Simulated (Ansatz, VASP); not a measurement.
**One calculation of ZnS, two programs**

Contents of INCAR:

```
PREC = Accurate
ENCUT = 520
EDIFF = 1E-7
ISMEAR = 0
SIGMA = 0.05
LREAL = False
LASPH = True
NELM = 60
ALGO = Normal
ISIF = 2
LWAVE = False
LCHARG = True
GGA = PS
LELF = True
LVHAR = True
NBANDS = 26
```

Contents of KPOINTS:

```
Automatic mesh
0
Gamma
  9 9 6
```

File POSCAR:

```
ZnS
1.0
    3.7303610463      0.0000000000      0.0000000000
   -1.8651805232      3.2305874314      0.0000000000
    0.0000000000      0.0000000000      6.1248380041
Zn S
2 2
Direct
    0.3333333333      0.6666666667      0.0296020378
    0.6666666667      0.3333333333      0.5296020378
    0.3333333333      0.6666666667      0.3795575521
    0.6666666667      0.3333333333      0.8795575521
```

Input for Ansatz:

```yaml
crystal:
  lattice:
    - [3.7303610463, 0.0, 0.0]
    - [-1.8651805232, 3.2305874314, 0.0]
    - [0.0, 0.0, 6.1248380041]
  atoms:
    - { symbol: Zn, position: [0.3333333333, 0.6666666667, 0.0296020378] }
    - { symbol: Zn, position: [0.6666666667, 0.3333333333, 0.5296020378] }
    - { symbol: S, position: [0.3333333333, 0.6666666667, 0.3795575521] }
    - { symbol: S, position: [0.6666666667, 0.3333333333, 0.8795575521] }
basis:
  ecutwfc: 520.0
kpoints:
  mp_grid: { grid: [9, 9, 6] }
hamiltonian:
  xc: pbesol
  pseudopotentials: { kind: paw }
scf:
  occupations: { method: gaussian, width: 0.05 }
output:
  forces: true
  stress: true
  eigenvalues: true
```

Alike in both runs: task single point; functional PBEsol; k mesh 9 × 9 × 6; occupations gaussian, width 0.05 eV; no spin polarisation.

```csv
,VASP,Ansatz
version,VASP 6.6.1,Ansatz 0.2.0
potentials or method,"VASP PAW PBE potentials, release 64 (Zn, S), cutoff 520 eV","scalar-relativistic, plane waves, PAW"
valence electrons in the cell,36,36
```

Ansatz gave:

* gap on the k mesh at the Fermi level (eV): 2.27
* least direct gap on the mesh (eV): 2.27
* pressure (GPa): 4.5
* traceless stress, the component that is largest in VASP (GPa): 7.56
* rms of the force components (eV/Å): 0.836

Which values does VASP return?

gap on the k mesh at the Fermi level (eV): 2.28; least direct gap on the mesh (eV): 2.28; pressure (GPa): 4.7; traceless stress, the component that is largest in VASP (GPa): 7.61; rms of the force components (eV/Å): 0.838.

VASP's potentials were made for PBE, not for PBEsol. Atom by atom the forces differ by 0.002 eV/Å (rms over components).
